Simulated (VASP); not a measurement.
A run of VASP 6.6.1 is set up as follows.

Contents of INCAR:

```
PREC = Accurate
ENCUT = 600
EDIFF = 1E-6
ISMEAR = 0
SIGMA = 0.02
LREAL = F
LASPH = T
NELM = 80
ALGO = Normal
ISIF = 3
LWAVE = F
LCHARG = F
GGA = PE
IBRION = 2
NSW = 100
EDIFFG = -0.005
```

Contents of KPOINTS:

```
regular mesh
0
Gamma
  8 8 8
```

POSCAR

```
SiO2
1.0
   -2.3740500000      2.3740500000      3.7440000000
    2.3740500000     -2.3740500000      3.7440000000
    2.3740500000      2.3740500000     -3.7440000000
Si O
2 4
Direct
    0.0000000000      0.0000000000      0.0000000000
    0.7500000000      0.2500000000      0.5000000000
    0.9983800000      0.6250000000      0.8733800000
    0.3750000000      0.2483800000      0.3733800000
    0.7516200000      0.1250000000      0.1266200000
    0.8750000000      0.0016200000      0.6266200000
```

Potentials or basis: VASP PAW PBE potentials, release 64 (Si, O).

Launch:

```sh
$ cat potpaw_PBE.64/Si/POTCAR potpaw_PBE.64/O/POTCAR > POTCAR
$ mpirun -np 1 vasp_std > vasp.out
```

(1) What does it give for the band gap on the k mesh?

(2) Estimate the space group after relaxing (to 0.1 Å).

(3) What does it give for the relaxed volume?

(4) Estimate the relaxed cell.

Results:

(1) 5.73 eV.

(2) I-42d (No. 122).

(3) 15.58 Å³/atom.

(4) a = 5.126 Å, b = 5.126 Å, c = 5.126 Å, α = 121.18°, β = 121.18°, γ = 87.97°.
